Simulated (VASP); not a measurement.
Wanted: the native input for a VASP 6.6.1 run.

```yaml
Task: single point
Functional: PBE
Potentials_or_basis: VASP PAW PBE potentials, release 64 (Si, Mo_sv)
Cutoff: 520 eV
k_mesh: 2 × 2 × 2
Occupations: gaussian, width 0.05 eV
Spin: no spin polarisation
Dipole_correction: no
Further_INCAR_settings: LREAL = Auto; ALGO = Normal; EDIFF = 1e-06; NBANDS = 98
```

The structure of Si16Mo7 (a cell with a defect) lies in POSCAR:

```
Si16Mo7
1.0
    6.4085290000      0.0000000000      0.0000000000
    0.0000000000      6.4085290000      0.0000000000
    0.0000000000      0.0000000000      7.8161920000
Si Mo
16 7
Direct
    0.0017383084      0.0063933549      0.6682942282
    0.0003588967      0.0100668968      0.3250952638
    0.5009240030     -0.0096334120      0.6656603369
    0.4991785166     -0.0138541934      0.3353194241
    0.0019427235      0.4909905222      0.6694925099
    0.0009339117      0.4904670011      0.3315985585
    0.2691538105      0.2434958163      0.1707107502
    0.2604015680      0.2425747001      0.8331916616
    0.4997856762      0.5114349955      0.6668471041
    0.4977596263      0.5158981102      0.3343401749
    0.7165733353      0.2489473013      0.1798755711
    0.7320784536      0.2463557550      0.8244779555
    0.2393710007      0.7559393115      0.1571170463
    0.2379822265      0.7569911910      0.8388706419
    0.7669649306      0.7518112191      0.1581913546
    0.7711958548      0.7542052162      0.8388560568
   -0.0085253574      0.4326348527      0.0063353101
    0.5055753044     -0.0083036216     -0.0012944923
    0.2538014574      0.2469783627      0.5011405810
    0.4991444995      0.4996787874     -0.0008028206
    0.7473825897      0.2470418719      0.5012367915
    0.2457560854      0.7475043025      0.4992364568
    0.7569220643      0.7479802307      0.4987317354
```

The input as run:

INCAR

```
SYSTEM = Si16Mo7
PREC = Accurate
ENCUT = 520
EDIFF = 1E-6
ISMEAR = 0
SIGMA = 0.05
LREAL = Auto
LASPH = .True.
NELM = 80
ALGO = Normal
ISIF = 2
LWAVE = .False.
LCHARG = .False.
GGA = PE
NBANDS = 98
```

KPOINTS

```
regular mesh
0
Gamma
  2 2 2
  0 0 0
```

Potentials or basis: VASP PAW PBE potentials, release 64 (Si, Mo_sv).

Launch:

```console
$ cat potpaw_PBE.64/Si/POTCAR potpaw_PBE.64/Mo_sv/POTCAR > POTCAR
$ mpirun -np 1 vasp_std > vasp.out
```

Results of the run:

The pressure is 2.7 GPa. The largest force is 3.816 eV/Å and the band gap on the k mesh is zero (bands 81 and 82 overlap by 0.71 eV).

Caveat: the k points lie up to 0.49 Å⁻¹ apart, too coarse for converged energies and pressures of a metal.

Wall time 5.6 min on 1 thread of Intel(R) Xeon(R) Platinum 8488C (Sapphire Rapids), on a shared host, peak memory 0.42 GiB.
